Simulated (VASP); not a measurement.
Ti:

```
CELL_PARAMETERS angstrom
0.00000 1.95969 1.95969
1.95969 0.00000 1.95969
1.95969 1.95969 0.00000
ATOMIC_POSITIONS crystal
Ti 0.00000 0.00000 0.00000
```

This isn't the form of Ti at room conditions, which is hcp.

Base run:

| Item | Value |
| --- | --- |
| Program | VASP 6.6.1 |
| Functional | LDA |
| Potentials or basis | VASP PAW LDA potentials, release 64 (Ti_sv) |
| Cutoff | 520 eV |
| k mesh | 22 × 22 × 22 |
| Occupations | gaussian, width 0.15 eV |
| Spin | collinear spin |
| Starting moments | [0.5] μB |
| Fixed moment | 0.5 μB |

Its results: pressure 9.4 GPa; site moments Ti +0.36 μB.

Q: The run is repeated on the same cell with these changes: fixed moment from 0.5 μB to 0.25 μB; moments at the start from [0.5] to [0.25]. What comes out?

A: Pressure 8.5 GPa; site moments Ti +0.18 μB.

Caveats: the cell stands under pressure; the total moment is fixed, so each spin has its own Fermi level and the state may be an excited one.
